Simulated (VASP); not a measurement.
A run of VASP 6.6.1 is set up as follows.

File INCAR:

```
SYSTEM = TaN
PREC = Accurate ; ENCUT = 700
EDIFF = 1E-6 ; ISMEAR = 0
SIGMA = 0.15 ; LREAL = .FALSE.
LASPH = .TRUE. ; NELM = 120
ALGO = Normal ; ISIF = 2
LWAVE = .FALSE. ; LCHARG = .FALSE.
GGA = PS ; NBANDS = 16
GGA_COMPAT = .FALSE.
```

Contents of KPOINTS:

```
Automatic mesh
0
G
  20 20 20
  0 0 0
```

Contents of POSCAR:

```
TaN
1.0
    0.1773900012      2.2400644333      2.2400644333
    2.2400644333      0.1773900012      2.2400644333
    2.2400644333      2.2400644333      0.1773900012
Ta N
1 1
Direct
    0.5000000000      0.5000000000      0.5000000000
    0.0000000000      0.0000000000      0.0000000000
```

Potentials or basis: VASP PAW PBE potentials, release 64 (Ta_sv_GW, N).

Run with:

```console
$ cat potpaw_PBE.64/Ta_sv_GW/POTCAR potpaw_PBE.64/N/POTCAR > POTCAR
$ mpirun -np 1 vasp_std > vasp.out
```

(1) Predict the pressure.

(2) Predict the band gap on the k mesh.

Results:

(1) 23.2 GPa.

(2) zero (bands 9 and 10 overlap by 3.18 eV).

Caveat: the cell stands under pressure; the PAW data sets were made with another functional, which shifts forces and pressure a little; spin-orbit coupling is left out, which moves the levels of the heavy elements.
